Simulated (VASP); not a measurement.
Here is a VASP 6.6.1 calculation.

File INCAR:

```
PREC     = Accurate       # precision mode
ENCUT    = 520            # plane-wave cutoff, eV
EDIFF    = 1E-6           # SCF threshold, eV
ISMEAR   = -1             # smearing method
SIGMA    = 0.1            # smearing width, eV
LREAL    = F              # projectors in reciprocal space
LASPH    = T              # aspherical terms in the spheres
NELM     = 80             # most SCF steps
ALGO     = Normal         # electronic algorithm
ISIF     = 2              # what is computed and relaxed
LWAVE    = F              # write WAVECAR
LCHARG   = F              # write CHGCAR
NBANDS   = 12             # bands
```

KPOINTS

```
Automatic mesh
0
Gamma
  9 9 9
```

POSCAR

```
Sb
1.0
    0.0000000000      3.5001700089      3.5001700089
    3.5001700089      0.0000000000      3.5001700089
    3.5001700089      3.5001700089      0.0000000000
Sb
2
Direct
    0.1250000000      0.1250000000      0.1250000000
    0.8750000000      0.8750000000      0.8750000000
```

Potentials or basis: VASP PAW LDA potentials, release 64 (Sb).

Run with:

```console
$ cat potpaw_LDA.64/Sb/POTCAR > POTCAR
$ mpirun -np 1 vasp_std > vasp.out
```

Task: Predict the band gap on the k mesh.

Result: Zero (band 5 reaches 4.01 eV, above the bottom of band 6 at 3.23 eV).

Task: Estimate the pressure.

Result: -2.4 GPa.

Caveat: spin-orbit coupling is left out, which moves the levels of the heavy elements.
